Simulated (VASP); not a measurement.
Set up this calculation in VASP 6.6.1, as the native input.

| Item | Value |
| --- | --- |
| Task | single point |
| Functional | PBE |
| Potentials or basis | VASP PAW PBE potentials, release 64 (Li_sv, Nb_sv) |
| Cutoff | 520 eV |
| k mesh | 6 × 6 × 6 |
| Occupations | gaussian, width 0.1 eV |
| Spin | no spin polarisation |
| Dipole correction | no |
| Further INCAR settings | ALGO = Normal; EDIFF = 1e-06; NBANDS = 33 |

The structure of LiNb lies in POSCAR:

```
LiNb
1.0
    4.8580457907      0.0000000000      0.0000000000
   -2.4290228953      4.2071910675      0.0000000000
    0.0000000000      0.0000000000      3.9195596720
Li Nb
3 3
Direct
    0.5000000000      0.0000000000      0.0000000000
    0.5000000000      0.5000000000      0.0000000000
    0.0000000000      0.5000000000      0.0000000000
    0.0000000000      0.0000000000      0.0000000000
    0.3333333333      0.6666666667      0.5000000000
    0.6666666667      0.3333333333      0.5000000000
```

One way to write it, as run:

INCAR

```
SYSTEM = LiNb
PREC     = Accurate       ! precision mode
ENCUT    = 520            ! plane-wave cutoff, eV
EDIFF    = 1E-6           ! SCF threshold, eV
ISMEAR   = 0              ! smearing method
SIGMA    = 0.1            ! smearing width, eV
LREAL    = .FALSE.        ! projectors in reciprocal space
LASPH    = .TRUE.         ! aspherical terms in the spheres
NELM     = 100            ! most SCF steps
ALGO     = Normal         ! electronic algorithm
ISIF     = 2              ! what is computed and relaxed
LWAVE    = .FALSE.        ! write WAVECAR
LCHARG   = .FALSE.        ! write CHGCAR
GGA      = PE             ! functional
NBANDS   = 33             ! bands
```

KPOINTS

```
Automatic mesh
0
G
  6 6 6
  0 0 0
```

Potentials or basis: VASP PAW PBE potentials, release 64 (Li_sv, Nb_sv).

The run is started by

```bash
$ cat potpaw_PBE.64/Li_sv/POTCAR potpaw_PBE.64/Nb_sv/POTCAR > POTCAR
$ mpirun -np 1 vasp_std > vasp.out
```

Results of the run:

- Band gap on the k mesh: zero (band 24 reaches 8.97 eV, above the bottom of band 25 at 8.09 eV)

Wall time 47 s on 1 thread of AMD EPYC 9R45 96-Core Processor (Zen 5) (shared host), peak memory 0.18 GiB.
